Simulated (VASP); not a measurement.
A run of VASP 6.6.1 is set up as follows.

The input INCAR:

```
PREC = Accurate
ENCUT = 500
EDIFF = 1E-6
ISMEAR = -1
SIGMA = 0.1
LREAL = F
LASPH = T
NELM = 120
ALGO = Normal
ISIF = 2
LWAVE = F
LCHARG = T
GGA = PE
LELF = T
LVHAR = T
NBANDS = 30
GGA_COMPAT = F
```

Contents of KPOINTS:

```
Automatic mesh
0
Gamma
  2 2 2
```

File POSCAR:

```
Ag
1.0
    4.1477514900      0.0000000000      0.0000000000
    0.0000000000      4.1477514900      0.0000000000
    0.0000000000      0.0000000000      4.1477514900
Ag
4
Direct
    0.5000000000      0.5000000000      0.0000000000
    0.0000000000      0.0000000000      0.0000000000
    0.5000000000      0.0000000000      0.5000000000
    0.0000000000      0.5000000000      0.5000000000
```

Potentials or basis: VASP PAW PBE potentials, release 64 (Ag).

Run with:

```bash
$ cat potpaw_PBE.64/Ag/POTCAR > POTCAR
$ mpirun -np 1 vasp_std > vasp.out
```

(1) Estimate the band gap on the k mesh.

(2) What does it give for the pressure?

## Answers

(1) zero (band 22 reaches 9.48 eV, above the bottom of band 23 at 7.29 eV).

(2) 5.0 GPa.

Caveat: the k points lie up to 0.76 Å⁻¹ apart.
